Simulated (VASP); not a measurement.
# AlGa2N3 (I-4m2) in VASP: further runs

Runs on AlGa2N3. Level: PBE. Tasks: single point.

Everything below comes from runs of VASP 6.6.1. Logs are shortened: lines on timing, memory, paths and dates and some standing lists are left out, and cuts for length are marked.

### Step 1. The cell of the first run

Symmetry: I-4m2, No. 119, tetragonal system. Conventional cell: a = 3.403 Å, b = 3.403 Å, c = 14.436 Å, α = 90.00°, β = 90.00°, γ = 90.00°. Within 2.8 Å of Al (site symmetry -4m2) lie 4 N at 2.08 Å. Ga (site symmetry 2mm) has 4 N at 2.08 Å within 2.8 Å. N (site symmetry 2mm) has 2 Al at 2.08 Å and 2 Ga at 2.08 Å within 2.8 Å. Within 2.8 Å of N (site symmetry -4m2) lie 4 Ga at 2.08 Å.

### Step 2. Single point, PBE

Contents of INCAR:

```
SYSTEM = AlGa2N3
PREC     = Accurate       ! precision mode
ENCUT    = 520            ! plane-wave cutoff, eV
EDIFF    = 1E-6           ! SCF threshold, eV
ISMEAR   = 0              ! smearing method
SIGMA    = 0.1            ! smearing width, eV
LREAL    = .False.        ! projectors in reciprocal space
LASPH    = .True.         ! aspherical terms in the spheres
NELM     = 100            ! most SCF steps
ALGO     = Normal         ! electronic algorithm
ISIF     = 2              ! what is computed and relaxed
LWAVE    = .False.        ! write WAVECAR
LCHARG   = .True.         ! write CHGCAR
GGA      = PE             ! functional
LELF     = .True.         ! ELF
LVHAR    = .True.       
NBANDS   = 31             ! bands
```

Contents of KPOINTS:

```
Automatic mesh
0
Gamma
  8 8 8
  0 0 0
```

Contents of POSCAR:

```
AlGa2N3
1.0
   -1.7013352700      1.7013352700      7.2181542300
    1.7013352700     -1.7013352700      7.2181542300
    1.7013352700      1.7013352700     -7.2181542300
Al Ga N
1 2 3
Direct
    0.5000000000      0.5000000000      0.0000000000
    0.8333333300      0.8333333300      0.0000000000
    0.1666666700      0.1666666700      0.0000000000
    0.4166666700      0.9166666700      0.5000000000
    0.0833333300      0.5833333300      0.5000000000
    0.7500000000      0.2500000000      0.5000000000
```

Potentials or basis: VASP PAW PBE potentials, release 64 (Al, Ga_d, N).

Started as:

```
$ cat potpaw_PBE.64/Al/POTCAR potpaw_PBE.64/Ga_d/POTCAR potpaw_PBE.64/N/POTCAR > POTCAR
$ mpirun -np 1 vasp_std > vasp.out
```

OUTCAR:

```text
SYSTEM = AlGa2N3
   PREC = Accurate
   ENCUT = 520
   EDIFF = 1E-6
   ISMEAR = 0
   LREAL = .False.
   LASPH = .True.
   NELM = 100
   ISIF = 2
   GGA = PE

 ion  position               nearest neighbor table
   1  0.500  0.500  0.000-   5 2.08   4 2.08   5 2.08   4 2.08
   2  0.833  0.833  0.000-   6 2.08   6 2.08   4 2.08   4 2.08
   3  0.167  0.167  0.000-   6 2.08   6 2.08   5 2.08   5 2.08
   4  0.417  0.917  0.500-   1 2.08   1 2.08   2 2.08   2 2.08
   5  0.083  0.583  0.500-   1 2.08   1 2.08   3 2.08   3 2.08
   6  0.750  0.250  0.500-   2 2.08   3 2.08   2 2.08   3 2.08

  LATTYP: Found a body centered tetragonal cell.
 ALAT       =     3.4026705400
 C/A-ratio  =     4.2426406819

  Lattice vectors:

 A1 = (  -1.7013352700,   1.7013352700,   7.2181542300)
 A2 = (   1.7013352700,  -1.7013352700,   7.2181542300)
 A3 = (   1.7013352700,   1.7013352700,  -7.2181542300)

Analysis of symmetry for initial positions (statically):
=====================================================================
 Subroutine PRICEL returns:
 Original cell was already a primitive cell.

 Routine SETGRP: Setting up the symmetry group for a
 body centered tetragonal supercell.

 Subroutine GETGRP returns: Found  8 space group operations
 (whereof  8 operations were pure point group operations)
 out of a pool of 16 trial point group operations.

The static configuration has the point symmetry D_2d.

Analysis of symmetry for dynamics (positions and initial velocities):
=====================================================================
 Subroutine PRICEL returns:
 Original cell was already a primitive cell.

 Routine SETGRP: Setting up the symmetry group for a
 body centered tetragonal supercell.

 Subroutine GETGRP returns: Found  8 space group operations
 (whereof  8 operations were pure point group operations)
 out of a pool of 16 trial point group operations.

The dynamic configuration has the point symmetry D_2d.

 Subroutine INISYM returns: Found  8 space group operations
 (whereof  8 operations are pure point group operations),
 and found     1 'primitive' translations

----------------------------------------------------------------------------------------

                                     Primitive cell

  volume of cell :      83.5730

  direct lattice vectors                    reciprocal lattice vectors
    -1.701335270  1.701335270  7.218154230     0.000000000  0.293886813  0.069269786
     1.701335270 -1.701335270  7.218154230     0.293886813  0.000000000  0.069269786
     1.701335270  1.701335270 -7.218154230     0.293886813  0.293886813  0.000000000

  length of vectors
     7.608602624  7.608602624  7.608602624     0.301939997  0.301939997  0.415618716

  position of ions in fractional coordinates (direct lattice)
     0.500000000  0.500000000  0.000000000
     0.833333330  0.833333330  0.000000000
     0.166666670  0.166666670  0.000000000
     0.416666670  0.916666670  0.500000000
     0.083333330  0.583333330  0.500000000
     0.750000000  0.250000000  0.500000000

  ion indices of the primitive-cell ions
   primitive index   ion index
                 1           1
                 2           2
                 3           3
                 4           4
                 5           5
                 6           6

----------------------------------------------------------------------------------------

 KPOINTS: Automatic mesh

Automatic generation of k-mesh.
 Grid dimensions read from file:
 generate k-points for:    8    8    8

 Generating k-lattice:

  Cartesian coordinates                     Fractional coordinates (reciprocal lattice)
     0.000000000  0.036735852  0.008658723     0.125000000 -0.000000000  0.000000000
     0.036735852  0.000000000  0.008658723    -0.000000000  0.125000000  0.000000000
     0.036735852  0.036735852  0.000000000     0.000000000  0.000000000  0.125000000

  Length of vectors
     0.037742500  0.037742500  0.051952340

  Shift w.r.t. Gamma in fractional coordinates (k-lattice)
     0.000000000  0.000000000  0.000000000

 Subroutine IBZKPT returns following result:
 ===========================================

 Found     59 irreducible k-points:

 Following reciprocal coordinates:
            Coordinates               Weight
  0.000000  0.000000  0.000000      1.000000
  0.125000 -0.000000  0.000000      8.000000
  0.250000 -0.000000  0.000000      8.000000
  0.375000 -0.000000  0.000000      8.000000
  0.500000 -0.000000  0.000000      4.000000
  0.125000  0.125000  0.000000      8.000000
[... 16 lines left out ...]
  0.250000  0.125000  0.125000     16.000000
  0.375000  0.125000  0.125000      8.000000
 [... further k-points ...]
   k-points           NKPTS =     59   k-points in BZ     NKDIM =     59   number of bands    NBANDS=     31
   number of dos      NEDOS =    301   number of ions     NIONS =      6
   total plane-waves  NPLWV = 216000
   dimension x,y,z NGX =    60 NGY =   60 NGZ =   60
[... 37 lines left out ...]
  Thomas-Fermi vector in A             =   2.451635
   LORBIT       =      0    0 simple, 1 ext, 2 COOP (PROOUT), +10 PAW based schemes
   GGA     = PE    functional components
   LHFCALC =     F    Hartree Fock is set to
   AEXX    =    0.0000 exact exchange contribution
   IVDW    =     0    specifies the selected vdW correction
   LEPSILON=     F    determine dielectric tensor
   LRPA    =     F    only Hartree local field effects (RPA)
 non-spin polarized calculation
 Gauss-broadening in eV      SIGMA  =   0.10
  energy-cutoff  :      520.00
  volume of cell :       83.57
 maximum number of plane-waves:      2268
 NGX is ok and might be reduce to    60

 number of electron      44.0000007 magnetization

 Free energy of the ion-electron system (eV)
  ---------------------------------------------------
  ext. energy  EPLUGINS =         0.00000000
  ---------------------------------------------------
  free energy    TOTEN  =       -37.75437946 eV

  energy without entropy =      -37.75437946  energy(sigma->0) =      -37.75437946

 E-fermi :   3.8651     XC(G=0): -10.3459

 val. band max:        3.4331413773   @ k =   0.0000   0.0000   0.0000
 cond. band min:       4.3507821368   @ k =   0.0000   0.0000   0.0000
 fundamental gap:      0.9176407595
 Fermi energy:         3.8650827531

 k-point     1 :       0.0000    0.0000    0.0000
  band No.  band energies     occupation
      1     -10.7485      2.00000
      2     -10.5596      2.00000
      3     -10.2196      2.00000
      4      -9.7991      2.00000
      5      -9.7991      2.00000
      6      -9.7512      2.00000
[... 23 lines left out ...]
     30      12.7930      0.00000
     31      13.3827      0.00000

 k-point     2 :       0.1250   -0.0000    0.0000
  band No.  band energies     occupation
      1     -10.7014      2.00000
      2     -10.5341      2.00000
      3     -10.2216      2.00000
      4      -9.7963      2.00000
      5      -9.7569      2.00000
      6      -9.7514      2.00000
[... 23 lines left out ...]
     30      12.9049      0.00000
     31      12.9338      0.00000

 k-point     3 :       0.2500   -0.0000    0.0000
  band No.  band energies     occupation
      1     -10.6467      2.00000
      2     -10.4512      2.00000
      3     -10.2265      2.00000
      4      -9.7888      2.00000
      5      -9.7763      2.00000
      6      -9.7359      2.00000
[... 23 lines left out ...]
     30      12.7647      0.00000
     31      13.0113      0.00000

 k-point     4 :       0.3750   -0.0000    0.0000
  band No.  band energies     occupation
      1     -10.6329      2.00000
      2     -10.3959      2.00000
      3     -10.2176      2.00000
      4      -9.7850      2.00000
      5      -9.7791      2.00000
      6      -9.7497      2.00000
[... 635 lines left out ...]
     30      12.1715      0.00000
     31      13.4271      0.00000

 k-point    23 :       0.2500    0.1250    0.1250
  band No.  band energies     occupation
      1     -10.6159      2.00000
      2     -10.3270      2.00000
      3     -10.2338      2.00000
      4      -9.7592      2.00000
      5      -9.7505      2.00000
      6      -9.7351      2.00000
[... 23 lines left out ...]
     30      12.6822      0.00000
     31      12.9163      0.00000

 k-point    24 :       0.3750    0.1250    0.1250
  band No.  band energies     occupation
      1     -10.6160      2.00000
      2     -10.3250      2.00000
      3     -10.2263      2.00000
      4      -9.7574      2.00000
      5      -9.7453      2.00000
      6      -9.7371      2.00000
[... 23 lines left out ...]
     30      12.6917      0.00000
     31      12.8211      0.00000

 [... further k-points ...]

------------------------ aborting loop because EDIFF is reached ----------------------------------------

  FORCE on cell =-STRESS in cart. coord.  units (eV):
  Direction    XX          YY          ZZ          XY          YZ          ZX
  --------------------------------------------------------------------------------------
  -------------------------------------------------------------------------------------
  Total      -12.0593559    -12.0593559    -12.1191682      0.0000000      0.0000000      0.0000000
  in kB     -231.1898358   -231.1898358   -232.3364968      0.0000000      0.0000000      0.0000000
  external PRESSURE =    -231.5720561 kB  Pullay stress =       0.0000000 kB

 VOLUME and BASIS-vectors are now :
 -----------------------------------------------------------------------------
  energy-cutoff  :      520.00
  volume of cell :       83.57
      direct lattice vectors                 reciprocal lattice vectors
    -1.701335270  1.701335270  7.218154230     0.000000000  0.293886813  0.069269786
     1.701335270 -1.701335270  7.218154230     0.293886813  0.000000000  0.069269786
     1.701335270  1.701335270 -7.218154230     0.293886813  0.293886813  0.000000000

 POSITION                                       TOTAL-FORCE (eV/Angst)
 -----------------------------------------------------------------------------------
      0.00000      0.00000      7.21815         0.000000     -0.000000     -0.000000
      0.00000      0.00000     12.03026         0.000000     -0.000000     -0.021216
      0.00000      0.00000      2.40605         0.000000     -0.000000      0.021216
      1.70134      0.00000      6.01513        -0.000000      0.000000      0.842193
      1.70134      0.00000      1.20303        -0.000000      0.000000     -0.842193
     -0.00000      1.70134      3.60908         0.000000     -0.000000     -0.000000
 -----------------------------------------------------------------------------------
    total drift:                                0.000002     -0.000002     -0.000000

  FREE ENERGIE OF THE ION-ELECTRON SYSTEM (eV)
  ---------------------------------------------------
  free  energy   TOTEN  =       -37.7543794580 eV

  energy  without entropy=      -37.7543794580  energy(sigma->0) =      -37.75437946
```

It took 5.5 min on 1 thread of Intel Xeon 6975P-C (Granite Rapids), shared host; peak memory 0.55 GiB.

Results:

* Free energy: -37.7544 eV
* Pressure: -23.2 GPa
* Largest force: 0.842 eV/Å
* Band gap on the k mesh: 0.92 eV

Forces on the atoms (eV/Å):
```
Al   0.000  0.000  0.000
Ga   0.000  0.000 -0.021
Ga   0.000  0.000  0.021
N    0.000  0.000  0.842
N    0.000  0.000 -0.842
N    0.000  0.000  0.000
```

Levels at points of the mesh, in eV from the valence-band top:
```tsv
k point	band 18	band 19	band 20	band 21	band 22	band 23	band 24	band 25	band 26	band 27
(0.00, 0.00, 0.00)	-1.40	-1.40	-0.02	0.00	0.00	0.92	3.90	4.03	5.72	6.49
(0.50, 0.00, 0.00)	-1.80	-0.77	-0.66	-0.65	-0.60	3.70	4.68	5.46	6.93	7.11
(0.50, 0.50, 0.00)	-2.48	-2.45	-2.40	-1.90	-1.89	3.19	4.70	5.03	5.58	6.43
(0.50, 0.50, 0.50)	-1.80	-0.71	-0.71	-0.41	-0.41	2.96	3.24	3.26	5.85	7.55
```

Caveat: the cell stands under tension.

### Step 3. Single point, PBE

This run uses another cell than the first one: it holds 12 atoms, not 6.

Contents of INCAR:

```
SYSTEM = AlGa2N3
PREC     = Accurate       ! precision mode
ENCUT    = 520            ! plane-wave cutoff, eV
EDIFF    = 1E-7           ! SCF threshold, eV
ISMEAR   = 0              ! smearing method
SIGMA    = 0.1            ! smearing width, eV
LREAL    = .FALSE.        ! projectors in reciprocal space
LASPH    = .TRUE.         ! aspherical terms in the spheres
NELM     = 60             ! most SCF steps
ALGO     = Normal         ! electronic algorithm
ISIF     = 2              ! what is computed and relaxed
LWAVE    = .FALSE.        ! write WAVECAR
LCHARG   = .TRUE.         ! write CHGCAR
GGA      = PE             ! functional
LELF     = .TRUE.         ! ELF
LVHAR    = .TRUE.       
NBANDS   = 56             ! bands
```

Contents of KPOINTS:

```
Automatic mesh
0
G
  4 2 4
  0 0 0
```

Contents of POSCAR:

```
AlGa2N3
1.0
   -0.0000474433     -3.1895542626      0.0000557302
    6.3789618750      0.0000931384     -0.0001215429
   -1.5944591706      1.5949602203      6.7140757809
Al Ga N
2 4 6
Direct
    0.4999982752      0.2500014025      1.0000046179
    0.5000044662      0.7500007879      1.0000034242
    0.8354130422      0.4177050870      0.6708308566
    0.8354121277      0.9177049717      0.6708269012
    0.1645993720      0.0822927867      0.3291711209
    0.1645817621      0.5822934773      0.3291744783
    0.4215990698      0.4608026232      0.8431949500
    0.4215915419      0.9608002296      0.8431917972
    0.0784006388      0.2891984029      0.1567997546
    0.0784015494      0.7892006105      0.1568011207
    0.7500100466      0.1250007201      0.5000029156
    0.7499881079      0.6249989008      0.4999980629
```

Potentials or basis: VASP PAW PBE potentials, release 64 (Al, Ga_d, N).

Started as:

```
$ cat potpaw_PBE.64/Al/POTCAR potpaw_PBE.64/Ga_d/POTCAR potpaw_PBE.64/N/POTCAR > POTCAR
$ mpirun -np 1 vasp_std > vasp.out
```

Run time: 1.7 min. Hardware: 1 thread of Intel Xeon 6975P-C (Granite Rapids), shared host; peak memory 0.3 GiB.

The run converged. Its results:

```
Free energy            : -78.1736 eV
Pressure               : 0.0 GPa
Largest force          : 0.022 eV/Å
Band gap on the k mesh : 2.25 eV
```

Forces in eV/Å, atoms in the order of the input:
```
Al   0.000  0.000 -0.001
Al   0.000  0.000 -0.001
Ga   0.000  0.000 -0.005
Ga   0.000  0.000 -0.004
Ga  -0.001  0.001  0.005
Ga  -0.001  0.000  0.005
N    0.000  0.000  0.022
N    0.000  0.000  0.022
N    0.000  0.000 -0.021
N    0.000  0.000 -0.021
N    0.000  0.000 -0.001
N    0.000  0.000  0.000
```

Levels at points of the mesh, in eV from the valence-band top:
```csv
k point,band 42,band 43,band 44,band 45,band 46,band 47
"(0.00, 0.00, 0.00)",-0.10,0.00,0.00,2.25,4.45,4.49
"(0.50, 0.00, 0.00)",-0.79,-0.78,-0.69,3.30,5.04,5.20
"(0.50, 0.00, 0.50)",-0.79,-0.78,-0.69,3.30,5.04,5.20
"(0.00, 0.50, 0.00)",-0.80,-0.19,-0.19,4.29,4.29,5.53
"(0.50, 0.50, 0.00)",-1.63,-1.50,-1.50,5.00,5.00,5.52
"(0.50, 0.50, 0.50)",-1.63,-1.50,-1.50,5.00,5.00,5.52
"(0.00, 0.00, 0.50)",-0.69,-0.50,-0.50,3.29,4.23,4.46
"(0.00, 0.50, 0.50)",-0.44,-0.39,-0.39,4.42,4.42,5.05
```

Caveat: the k points lie up to 0.51 Å⁻¹ apart.

### Step 4. Single point, PBE

This run uses another cell than the first one, of 11.39 Å³/atom.

Contents of INCAR:

```
ALGO = Normal
EDIFF = 1E-6
ENCUT = 520
GGA = PE
ISIF = 2
ISMEAR = 0
LASPH = True
LCHARG = False
LREAL = False
LWAVE = False
NBANDS = 31
NELM = 80
PREC = Accurate
SIGMA = 0.02
```

Contents of KPOINTS:

```
k-points
0
Gamma
  12 12 12
```

Contents of POSCAR:

```
AlGa2N3
1.0
   -1.5923198453      1.5923198453      6.7358121300
    1.5923198453     -1.5923198453      6.7358121300
    1.5923198453      1.5923198453     -6.7358121300
Al Ga N
1 2 3
Direct
    0.5000000000      0.5000000000      0.0000000000
    0.8353917906      0.8353917906      0.0000000000
    0.1646082094      0.1646082094      0.0000000000
    0.4215164667      0.9215164667      0.5000000000
    0.0784835333      0.5784835333      0.5000000000
    0.7500000000      0.2500000000      0.5000000000
```

Started as:

```
$ cat potpaw_PBE.64/Al/POTCAR potpaw_PBE.64/Ga_d/POTCAR potpaw_PBE.64/N/POTCAR > POTCAR
$ mpirun -np 1 vasp_std > vasp.out
```

It took 12 min on 1 thread of Intel Xeon 6975P-C (Granite Rapids), shared host; peak memory 0.6 GiB.

The run converged. Its results:

- Free energy: -39.1386 eV
- Pressure: 0.0 GPa
- Largest force: 0.025 eV/Å
- Band gap on the k mesh: 2.25 eV

Forces in eV/Å, atoms in the order of the input:
```
Al   0.000  0.000  0.000
Ga   0.000  0.000 -0.008
Ga   0.000  0.000  0.008
N    0.000  0.000  0.025
N    0.000  0.000 -0.025
N    0.000  0.000  0.000
```

Levels at points of the mesh, in eV from the valence-band top:
| k point | band 18 | band 19 | band 20 | band 21 | band 22 | band 23 | band 24 | band 25 | band 26 | band 27 |
| --- | --- | --- | --- | --- | --- | --- | --- | --- | --- | --- |
| (0.00, 0.00, 0.00) | -1.74 | -1.74 | -0.12 | 0.00 | 0.00 | 2.25 | 4.46 | 4.48 | 7.17 | 7.90 |
| (0.50, 0.00, 0.00) | -2.19 | -1.13 | -0.80 | -0.77 | -0.68 | 5.04 | 6.04 | 7.17 | 7.58 | 7.99 |
| (0.50, 0.50, 0.00) | -3.16 | -3.03 | -2.99 | -2.35 | -2.33 | 3.29 | 5.17 | 5.34 | 6.64 | 7.87 |
| (0.50, 0.50, 0.50) | -1.63 | -0.92 | -0.92 | -0.50 | -0.50 | 3.31 | 4.22 | 4.44 | 7.06 | 8.93 |

A k mesh can miss the band edges.

### Step 5. Overview

```csv
cell,k mesh,smearing,gap on the mesh (eV),pressure (GPa),largest force (eV/Å)
"a = 7.609 Å, angles 154.2, 154.2, 36.9°, 6 atoms, atomic positions A",8 × 8 × 8,gaussian 0.1 eV,0.92,-23.2,0.84
"a = 3.190, b = 6.379, c = 7.083 Å, angles 103.0, 103.0, 90.0°, 12 atoms, atomic positions B",4 × 2 × 4,gaussian 0.1 eV,2.25,0.0,0.02
"a = 7.102 Å, angles 154.1, 154.1, 37.0°, 6 atoms, atomic positions C",12 × 12 × 12,gaussian 0.02 eV,2.25,0.0,0.02
```

Alike in all rows: task single point; level PBE; potentials or basis VASP PAW PBE potentials, release 64 (Al, Ga_d, N); no spin polarisation; cutoff (eV) 520.

Caveats: some runs use coarse meshes; the cell stands under tension (at least some runs).

Total energies depend on the potentials used, so only differences within one code and one set of settings carry meaning.
